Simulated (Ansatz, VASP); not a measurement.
## One calculation of Sc, two programs

INCAR

```
SYSTEM = Sc
PREC = Accurate
ENCUT = 520
EDIFF = 1E-6
ISMEAR = -1
SIGMA = 0.1
LREAL = .FALSE.
LASPH = .TRUE.
NELM = 60
ALGO = Normal
ISIF = 2
LWAVE = .FALSE.
LCHARG = .FALSE.
GGA = PE
NBANDS = 12
```

Contents of KPOINTS:

```
regular mesh
0
G
  15 15 14
  0 0 0
```

File POSCAR:

```
Sc
1.0
    2.8997840054      0.0000000000      0.0000000000
   -1.4498920027      2.5112866142      0.0000000000
    0.0000000000      0.0000000000      2.6455534729
Sc
1
Direct
    0.0000000000      0.0000000000      0.0000000000
```

Input for Ansatz:

```yaml
crystal:
  lattice:
    - [2.8997840054, 0.0, 0.0]
    - [-1.4498920027, 2.5112866142, 0.0]
    - [0.0, 0.0, 2.6455534729]
  atoms:
    - { symbol: Sc, position: [0.0, 0.0, 0.0] }
kpoints:
  mp_grid: { grid: [15, 15, 14] }
scf:
  occupations: { method: fermi_dirac, width: 0.1 }
hamiltonian:
  xc: pbe
  pseudopotentials: { kind: all_electron, lapw: { basis_error: 0.001 } }
output:
  forces: true
  stress: true
  eigenvalues: true
  populations: true
```

Change from the starting cell: volume scaled by 0.76, LAPW.

Alike in both runs: task single point; functional PBE; k mesh 15 × 15 × 14; occupations fermi-dirac, width 0.1 eV; no spin polarisation.

|  | VASP | Ansatz |
| --- | --- | --- |
| version | VASP 6.6.1 | Ansatz 0.2.0 |
| potentials or method | VASP PAW PBE potentials, release 64 (Sc_sv), cutoff 520 eV | all-electron LAPW, scalar-relativistic |

|  | VASP | Ansatz | Ansatz less VASP |
| --- | --- | --- | --- |
| pressure (GPa) | 18.1 | 17.8 | -0.23 |
| traceless stress, the component that is largest in VASP (GPa) | 0.12 | 0.04 | -0.079 |

Ansatz ran all-electron here, and VASP with PAW potentials.
